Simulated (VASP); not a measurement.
Write the native input for VASP 6.6.1 that does the following.

| Property | Result |
| --- | --- |
| Task | relaxation of cell and atoms |
| Functional | LDA |
| Potentials or basis | VASP PAW LDA potentials, release 64 (Mn_pv, S) |
| Cutoff | 600 eV |
| k mesh | 9 × 9 × 9 |
| Occupations | fermi-dirac, width 0.05 eV |
| Spin | collinear spin, ferromagnetic start |
| Starting moments | [4.0, 0.0] μB |
| Dipole correction | no |
| Further INCAR settings | ALGO = Normal; EDIFF = 1e-06; IBRION = 2; EDIFFG = -0.01; NSW = 60; ISIF = 3 |

The structure of MnS lies in POSCAR:

```
MnS
1.0
    0.0000000000      2.6045000000      2.6045000000
    2.6045000000      0.0000000000      2.6045000000
    2.6045000000      2.6045000000      0.0000000000
Mn S
1 1
Direct
    0.0000000000      0.0000000000      0.0000000000
    0.5000000000      0.5000000000      0.5000000000
```

These files were run (other wordings do the same):

INCAR

```
SYSTEM = MnS
PREC = Accurate ; ENCUT = 600
EDIFF = 1E-6 ; ISMEAR = -1
SIGMA = 0.05 ; LREAL = .False.
LASPH = .True. ; NELM = 150
ALGO = Normal ; ISIF = 3
LWAVE = .False. ; LCHARG = .False.
ISPIN = 2 ; MAGMOM = 4 0
LORBIT = 11 ; LMAXMIX = 4
IBRION = 2 ; NSW = 60
EDIFFG = -0.01
```

KPOINTS

```
Automatic mesh
0
Gamma
  9 9 9
  0 0 0
```

Potentials or basis: VASP PAW LDA potentials, release 64 (Mn_pv, S).

Run with:

```sh
$ cat potpaw_LDA.64/Mn_pv/POTCAR potpaw_LDA.64/S/POTCAR > POTCAR
$ mpirun -np 1 vasp_std > vasp.out
```

It gave:

The relaxed volume is 13.71 Å³/atom and the relaxed cell is a = 3.385 Å, b = 3.385 Å, c = 3.385 Å, α = 60.00°, β = 60.00°, γ = 60.00°. The space group after relaxing (to 0.1 Å) is Fm-3m (No. 225) and the energy gained by relaxing is 201.0 meV/atom. The ionic steps are 6. The pressure after relaxing is 0.1 GPa. The net moment is 3.51 μB per cell. The site moments are Mn +3.25; S +0.05 μB and the valence electrons inside the program's atomic spheres are Mn 11.68; S 3.74.

Caveat: the volume moved by over 15 % at a fixed basis, so the end points are rough; a cell with one magnetic atom can't hold antiferromagnetic order, which such compounds often take.

Run time: 100 s on 1 thread of Intel(R) Xeon(R) 6975P-C (Granite Rapids), on a shared host, peak memory 0.19 GiB.
